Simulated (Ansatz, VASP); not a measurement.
**Gd in VASP and in Ansatz**

```xyz
1
Lattice="-2.0250 2.0250 2.0250 2.0250 -2.0250 2.0250 2.0250 2.0250 -2.0250" Properties=species:S:1:pos:R:3 pbc="T T T"
Gd    0.0000    0.0000    0.0000
```

Alike in both runs: task single point; functional PBEsol; k mesh 8 × 8 × 8; occupations fermi-dirac, width 0.05 eV; collinear spin; fixed moment 10.5 μB.

```csv
,VASP,Ansatz
version,VASP 6.6.1,Ansatz 0.2.0
potentials or method,"VASP PAW PBE potentials, release 64 (Gd)",Ansatz PAW
plane-wave cutoff (eV),520,420
valence electrons in the cell,18,18
```

```csv
,VASP,Ansatz,Ansatz less VASP
pressure (GPa),0.2,0.2,-0.03
net moment per atom (μB),10.50,10.50,0.000
size of the moment on the site where the two differ most (μB),8.15,9.11,+0.965
```

VASP's potentials were made for PBE, not for PBEsol. Site moments also hang on the region over which each program counts them.

Neither program's run includes spin-orbit coupling.
